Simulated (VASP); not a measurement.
Input of a VASP 6.6.1 run:

The input INCAR:

```
SYSTEM = KCl
PREC = Accurate ; ENCUT = 520
EDIFF = 1E-8 ; ISMEAR = -1
SIGMA = 0.03 ; LREAL = .False.
LASPH = .True. ; NELM = 100
ALGO = Normal ; ISIF = 2
LWAVE = .False. ; LCHARG = .False.
LEFG = .True. ; NBANDS = 15
```

The input KPOINTS:

```
Automatic mesh
0
Gamma
  7 7 7
  0 0 0
```

The input POSCAR:

```
KCl
1.0
    0.0000000000      3.1976323944      3.1976323944
    3.1976323944      0.0000000000      3.1976323944
    3.1976323944      3.1976323944      0.0000000000
K Cl
1 1
Direct
    0.0000000000      0.0000000000      0.0000000000
    0.5000000000      0.5000000000      0.5000000000
```

Potentials or basis: VASP PAW LDA potentials, release 64 (K_sv, Cl).

The run is started by

```bash
$ cat potpaw_LDA.64/K_sv/POTCAR potpaw_LDA.64/Cl/POTCAR > POTCAR
$ mpirun -np 1 vasp_std > vasp.out
```

Task: Estimate the band gap on the k mesh.

Result: 4.59 eV.

Task: What does it give for the pressure?

Result: -2.5 GPa.

Caveat: an odd mesh through Γ misses points on the zone boundary, where band edges can lie.
